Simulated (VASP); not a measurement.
A run of VASP 6.6.1:

The input INCAR:

```
SYSTEM = Si2W
ALGO = Normal
EDIFF = 1E-6
ENCUT = 520
GGA = PE
ISIF = 2
ISMEAR = 0
LASPH = .TRUE.
LCHARG = .TRUE.
LELF = .TRUE.
LREAL = .FALSE.
LVHAR = .TRUE.
LWAVE = .FALSE.
NBANDS = 18
NELM = 60
PREC = Accurate
SIGMA = 0.15
```

The input KPOINTS:

```
k-points
0
G
  18 18 18
  0 0 0
```

POSCAR

```
Si2W
1.0
   -1.5609438007      1.5609438007      4.0406591225
    1.5609438007     -1.5609438007      4.0406591225
    1.5609438007      1.5609438007     -4.0406591225
Si W
2 1
Direct
    0.3345726944      0.3345726944      0.0000000000
    0.6654273056      0.6654273056      0.0000000000
    0.0000000000      0.0000000000      0.0000000000
```

Potentials or basis: VASP PAW PBE potentials, release 64 (Si, W_sv).

Run with:

```bash
$ cat potpaw_PBE.64/Si/POTCAR potpaw_PBE.64/W_sv/POTCAR > POTCAR
$ mpirun -np 1 vasp_std > vasp.out
```

Hardware: 1 thread of Intel Xeon 8259CL (shared host).

How long does it take, and how much memory?

Wall time 8.9 min on 1 thread of Intel Xeon 8259CL, with other jobs on the host, peak memory 0.46 GiB. Counts: scf iterations 12, k points 480.
